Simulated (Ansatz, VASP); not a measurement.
## One calculation of Ge, two programs

```
Ge
1.0
     1.37827   -2.56537    0.00000
     1.37827    2.56537    0.00000
     0.00000    0.00000    2.66176
Ge
1
Direct
  0.50000 0.50000 0.00000
```

Alike in both runs: task single point; functional r2SCAN; k mesh 12 × 12 × 11; no spin polarisation.

|  | VASP | Ansatz |
| --- | --- | --- |
| version | VASP 6.6.1 | Ansatz 0.2.0 |
| potentials or method | VASP PAW PBE potentials, release 64 (Ge_d), cutoff 520 eV | plane waves, PAW |
| occupations | methfessel-paxton of order 1, width 0.1 eV | cold |
| valence electrons in the cell | 14 | 14 |

```csv
,VASP,Ansatz,Ansatz less VASP
pressure (GPa),-0.7,-0.5,+0.24
"traceless stress, the component that is largest in VASP (GPa)",-2.85,-2.75,+0.096
```

VASP's potentials were made for PBE, not for r2SCAN.
